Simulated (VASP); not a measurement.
Runs of VASP 6.6.1 on BP. The structure is that of space group I-4m2 (No. 119), or close to it. The cells are those of the table. 

```csv
cell,cutoff (eV),gap on the mesh (eV),pressure (GPa)
"a = 3.017, b = 3.017, c = 3.080 Å, angles 59.3, 59.3, 61.4°, 2 atoms",500,0.32,29.7
"a = 3.219, b = 3.219, c = 3.466 Å, angles 57.4, 57.4, 65.1°, 2 atoms",520,none,(b)
"a = 3.219, b = 3.219, c = 2.952 Å, angles 62.7, 62.7, 54.6°, 2 atoms",500,none,10.6
"a = 3.151, b = 3.151, c = 2.952 Å, angles 62.1, 62.1, 55.9°, 2 atoms",500,0.06,(a)
"a = 3.083, b = 3.083, c = 2.952 Å, angles 61.4, 61.4, 57.2°, 2 atoms",500,0.32,(c)
"a = 3.083, b = 3.083, c = 3.209 Å, angles 58.6, 58.6, 62.7°, 2 atoms",500,none,9.6
"a = 3.279, b = 3.279, c = 3.080 Å, angles 62.0, 62.0, 56.0°, 2 atoms",520,0.29,-4.7
```

Alike in all rows: task single point; level LDA; potentials or basis VASP PAW LDA potentials, release 64 (B, P); no spin polarisation; k mesh 10 × 10 × 10; smearing gaussian 0.05 eV.

Task: Estimate the missing entries.

Result: (a) 19.5; (b) -15.2; (c) 30.0.

A k mesh can miss the band edges.

A gap of «none» marks levels without a gap at the run's occupations.
